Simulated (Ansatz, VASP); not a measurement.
MnS in VASP and in Ansatz

File INCAR:

```
PREC = Accurate
ENCUT = 520
EDIFF = 1E-6
ISMEAR = 0
SIGMA = 0.05
LREAL = F
LASPH = T
NELM = 150
ALGO = Normal
ISIF = 2
LWAVE = F
LCHARG = F
ISPIN = 2
MAGMOM = 5 0
LORBIT = 11
LMAXMIX = 4
GGA = PE
NBANDS = 20
```

KPOINTS

```
regular mesh
0
Gamma
  6 6 6
```

POSCAR

```
MnS
1.0
    0.0000000000      2.6045000000      2.6045000000
    2.6045000000      0.0000000000      2.6045000000
    2.6045000000      2.6045000000      0.0000000000
Mn S
1 1
Direct
    0.0000000000      0.0000000000      0.0000000000
    0.5000000000      0.5000000000      0.5000000000
```

Input for Ansatz:

```yaml
crystal:
  lattice:
    - [0.0, 2.6045, 2.6045]
    - [2.6045, 0.0, 2.6045]
    - [2.6045, 2.6045, 0.0]
  atoms:
    - { symbol: Mn, position: [0.0, 0.0, 0.0], spin: 5.0 }
    - { symbol: S, position: [0.5, 0.5, 0.5] }
basis:
  ecutwfc: 420
  ecutrho_ratio: 4
kpoints:
  mp_grid: { grid: [6, 6, 6] }
hamiltonian:
  xc: pbe
scf:
  occupations: { method: gaussian, width: 0.05 }
output:
  forces: true
  stress: true
  eigenvalues: true
  populations: true
magnetization:
  spin_polarized: true
```

Alike in both runs: task single point; functional PBE; k mesh 6 × 6 × 6; occupations gaussian, width 0.05 eV; collinear spin.

|  | VASP | Ansatz |
| --- | --- | --- |
| version | VASP 6.6.1 | Ansatz 0.2.0 |
| potentials or method | VASP PAW PBE potentials, release 64 (Mn_pv, S), cutoff 520 eV | scalar-relativistic, plane waves, PAW |
| valence electrons in the cell | 19 | 21 |

```csv
,VASP,Ansatz,Ansatz less VASP
gap on the k mesh at the Fermi level (eV),none,none,-
pressure (GPa),-3.5,-3.5,+0.01
net moment per atom (μB),2.33,2.33,0.000
size of the moment on the site where the two differ most (μB),4.23,4.19,-0.047
```

Site moments also hang on the region over which each program counts them. A gap of «none» marks a metal or a gap that the smearing closes. VASP's potentials hold 19 valence electrons a cell and Ansatz's 21, so a difference there can come from the potentials and not from the codes.
